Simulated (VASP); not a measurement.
A run of VASP 6.6.1:

The input INCAR:

```
  ALGO = Fast
  EDIFF = 1E-7
  ENCUT = 520
  GGA = PS
  ISIF = 2
  ISMEAR = 0
  LASPH = T
  LCHARG = F
  LREAL = F
  LWAVE = F
  NBANDS = 34
  NELM = 60
  PREC = Accurate
  SIGMA = 0.15
```

File KPOINTS:

```
k-points
0
Gamma
  12 12 12
```

The input POSCAR:

```
CoW3
1.0
    3.8582449849      0.0000000000      0.0000000000
    0.0000000000      4.0608028466      0.0000000000
    0.0000000000      0.0000000000      3.8582449849
Co W
1 3
Direct
    0.0000000000      0.0000000000      0.0000000000
    0.0000000000      0.5000000000      0.5000000000
    0.5000000000      0.0000000000      0.5000000000
    0.5000000000      0.5000000000      0.0000000000
```

Potentials or basis: VASP PAW PBE potentials, release 64 (Co, W_sv).

Run with:

```sh
$ cat potpaw_PBE.64/Co/POTCAR potpaw_PBE.64/W_sv/POTCAR > POTCAR
$ mpirun -np 1 vasp_std > vasp.out
```

Hardware: 1 thread of Intel Xeon 6975P-C (shared host).

Question: Estimate the wall time of this run.

Answer: Run time: 8.2 min on 1 thread of Intel Xeon 6975P-C (shared host), peak memory 0.43 GiB. Counts: scf iterations 20, k points 196.
